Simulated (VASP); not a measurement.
A run of VASP 6.6.1 is set up as follows.

Contents of INCAR:

```
SYSTEM = Se
PREC     = Accurate       ! precision mode
ENCUT    = 520            ! plane-wave cutoff, eV
EDIFF    = 1E-7           ! SCF threshold, eV
ISMEAR   = -1             ! smearing method
SIGMA    = 0.05           ! smearing width, eV
LREAL    = .FALSE.        ! projectors in reciprocal space
LASPH    = .TRUE.         ! aspherical terms in the spheres
NELM     = 100            ! most SCF steps
ALGO     = Normal         ! electronic algorithm
ISIF     = 2              ! what is computed and relaxed
LWAVE    = .FALSE.        ! write WAVECAR
LCHARG   = .TRUE.         ! write CHGCAR
GGA      = PS             ! functional
LELF     = .TRUE.         ! ELF
LVHAR    = .TRUE.       
NBANDS   = 13             ! bands
```

Contents of KPOINTS:

```
Automatic mesh
0
G
  19 19 19
  0 0 0
```

File POSCAR:

```
Se
1.0
   -2.0023016085      2.0023016085      1.0634839720
    2.0023016085     -2.0023016085      1.0634839720
    2.0023016085      2.0023016085     -1.0634839720
Se
2
Direct
   -0.3750000000     -0.1250000000     -0.2500000000
    0.3750000000      0.1250000000      0.2500000000
```

Potentials or basis: VASP PAW PBE potentials, release 64 (Se).

Launch:

```sh
$ cat potpaw_PBE.64/Se/POTCAR > POTCAR
$ mpirun -np 1 vasp_std > vasp.out
```

Problem. What does it give for the band gap on the k mesh?

Solution. Zero (band 6 reaches 30.84 eV, above the bottom of band 7 at 17.34 eV).

Problem. Predict the pressure.

Solution. 463.3 GPa.

Stress tensor (GPa, compression positive):
```
463.12   0.00   0.00
  0.00 463.12   0.00
  0.00   0.00 463.52
```

Caveat: the PAW data sets were made with another functional, which shifts forces and pressure a little.
